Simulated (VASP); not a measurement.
# ZnS: single point with PBE

ZnS:

```xyz
4
Lattice="2.7212 2.7212 0.0000 -2.7212 2.7212 0.0000 0.0000 0.0000 5.4423" Properties=species:S:1:pos:R:3 pbc="T T T"
Zn    0.0000    0.0000    0.0000
Zn    0.0000    2.7212    2.7212
S     1.3606    1.3606    4.0817
S    -1.3606    1.3606    1.3606
```

```json
{
 "Program": "VASP 6.6.1",
 "Task": "single point",
 "Functional": "PBE",
 "Potentials or basis": "VASP PAW PBE potentials, release 64 (Zn, S)",
 "Cutoff": "520 eV",
 "k mesh": "8 × 8 × 6",
 "Occupations": "gaussian, width 0.02 eV",
 "Spin": "no spin polarisation"
}
```

```json
{
 "Pressure": "0.2 GPa",
 "Band gap on the k mesh": "2.02 eV"
}
```

Levels at points of the mesh, in eV from the valence-band top:
```tsv
k point	band 16	band 17	band 18	band 19	band 20	band 21
(0.00, 0.00, 0.00)	0.00	0.00	0.00	2.02	3.46	4.07
(0.50, 0.00, 0.00)	-2.43	-0.87	-0.87	4.78	4.78	6.66
(0.50, 0.50, 0.00)	-2.14	-2.14	-2.14	3.46	3.46	4.07
(0.00, 0.00, 0.50)	-1.19	-1.19	-1.19	4.44	4.44	4.58
(0.50, 0.00, 0.50)	-0.84	-0.84	-0.84	3.27	3.27	6.94
(0.50, 0.50, 0.50)	-2.65	-2.63	-2.63	5.71	5.71	5.94
```

Run time: 2.3 min on 1 thread of AMD EPYC 7R43 64-Core Processor (Zen 3), with other jobs on the host, peak memory 0.2 GiB.

As with any semilocal functional, this PBE gap is likely too small.
